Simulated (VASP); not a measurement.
A run of VASP 6.6.1 is set up as follows.

File INCAR:

```
SYSTEM = HC12
PREC = Accurate ; ENCUT = 520
EDIFF = 1E-7 ; ISMEAR = 0
SIGMA = 0.05 ; LREAL = .FALSE.
LASPH = .TRUE. ; NELM = 100
ALGO = Normal ; ISIF = 2
LWAVE = .FALSE. ; LCHARG = .TRUE.
GGA = PE ; LELF = .TRUE.
LVHAR = .TRUE. ; NBANDS = 36
NELECT = 48.0
```

Contents of KPOINTS:

```
Automatic mesh
0
G
  6 6 6
  0 0 0
```

File POSCAR:

```
HC12
1.0
   -3.5715485858     -1.7857742929     -1.7857742929
   -1.7857742929     -3.5715485858      1.7857742929
   -3.5715485858      1.7857742929      1.7857742929
C H
12 1
Direct
    0.9166666667      0.6666666667      0.2500000000
    0.5833333333      0.3333333333      0.2500000000
    0.2500000000      0.0000000000      0.2500000000
    0.0833333333      0.3333333333      0.7500000000
    0.7500000000      0.0000000000      0.7500000000
    0.4166666667      0.6666666667      0.7500000000
    0.5416666667      0.6666666667      0.3750000000
    0.2083333333      0.3333333333      0.3750000000
    0.8750000000      0.0000000000      0.3750000000
    0.7083333333      0.3333333333      0.8750000000
    0.3750000000      0.0000000000      0.8750000000
    0.0416666667      0.6666666667      0.8750000000
    0.5833333333      0.5833333333      0.0000000000
```

Potentials or basis: VASP PAW PBE potentials, release 64 (C, H).

The run is started by

```console
$ cat potpaw_PBE.64/C/POTCAR potpaw_PBE.64/H/POTCAR > POTCAR
$ mpirun -np 1 vasp_std > vasp.out
```

Problem. What does it give for the largest force?

Solution. 4.695 eV/Å.

Forces on the atoms (eV/Å):
```
C   -0.190  0.059  0.111
C   -1.302  2.319  0.938
C   -0.264  0.038  0.687
C   -0.220 -0.455 -0.868
C    0.650  0.138 -0.045
C    2.375 -1.154  0.691
C   -1.157 -0.119  0.281
C    0.384 -0.111 -0.020
C   -0.111 -0.355 -0.256
C    1.072  1.029 -4.454
C   -0.088 -0.869  0.698
C   -0.506  0.005  0.069
H   -0.643 -0.524  2.169
```

Caveat: the cell carries a net charge on a neutralising background, which shifts energy and pressure.
